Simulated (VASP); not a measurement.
Input of a VASP 6.6.1 run:

Contents of INCAR:

```
SYSTEM = Bi2Te3
ALGO = Normal
EDIFF = 1E-8
ENCUT = 520
GGA = PE
ISIF = 2
ISMEAR = -1
LASPH = .TRUE.
LCHARG = .FALSE.
LEFG = .TRUE.
LREAL = .FALSE.
LWAVE = .FALSE.
NBANDS = 32
NELM = 80
PREC = Accurate
SIGMA = 0.08
```

The input KPOINTS:

```
k-points
0
G
  7 7 7
  0 0 0
```

File POSCAR:

```
Bi2Te3
1.0
    2.2587905752      1.3041133466     10.1656700000
   -2.2587905752      1.3041133466     10.1656700000
    0.0000000000     -2.6082266932     10.1656700000
Bi Te
2 3
Direct
    0.4000000000      0.4000000000      0.4000000000
    0.6000000000      0.6000000000      0.6000000000
    0.0000000000      0.0000000000      0.0000000000
    0.2095000000      0.2095000000      0.2095000000
    0.7905000000      0.7905000000      0.7905000000
```

Potentials or basis: VASP PAW PBE potentials, release 64 (Bi_d, Te).

Run with:

```sh
$ cat potpaw_PBE.64/Bi_d/POTCAR potpaw_PBE.64/Te/POTCAR > POTCAR
$ mpirun -np 1 vasp_std > vasp.out
```

(1) What does it give for the pressure?

(2) Estimate the largest force.

Answers

(1) -0.9 GPa.

(2) 0.302 eV/Å.

Caveat: the cell differs from its parent crystal (equal xx and yy strain of +3 %); without QUAD_EFG the Cq values of the log hold for a quadrupole moment of 1 mb, not for the nuclei.
